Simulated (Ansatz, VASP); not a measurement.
**One calculation of TiCo, two programs**

```
Ti Co
1.0
     2.98559    0.00000    0.00000
     0.00000    2.98559    0.00000
     0.00000    0.00000    2.98559
Ti Co
1 1
Direct
  0.00000 0.00000 0.00000
  0.50000 0.50000 0.50000
```

Alike in both runs: task single point; functional PBE; k mesh 14 × 14 × 14; occupations gaussian, width 0.1 eV; collinear spin.

```csv
,VASP,Ansatz
version,VASP 6.6.1,Ansatz 0.2.0
potentials or method,"VASP PAW PBE potentials, release 64 (Ti_sv, Co), cutoff 520 eV","scalar-relativistic, plane waves, PAW"
valence electrons in the cell,21,29
```

```csv
,VASP,Ansatz,Ansatz less VASP
gap on the k mesh at the Fermi level (eV),none,none,-
pressure (GPa),-0.5,0.0,+0.51
net moment per atom (μB),0.44,0.44,+0.006
size of the moment on the site where the two differ most (μB),0.95,0.99,+0.035
```

Site moments also hang on the region over which each program counts them. A gap of «none» marks a metal or a gap that the smearing closes. VASP's potentials hold 21 valence electrons a cell and Ansatz's 29, so a difference there can come from the potentials and not from the codes. Ansatz's warnings: stability check not made.
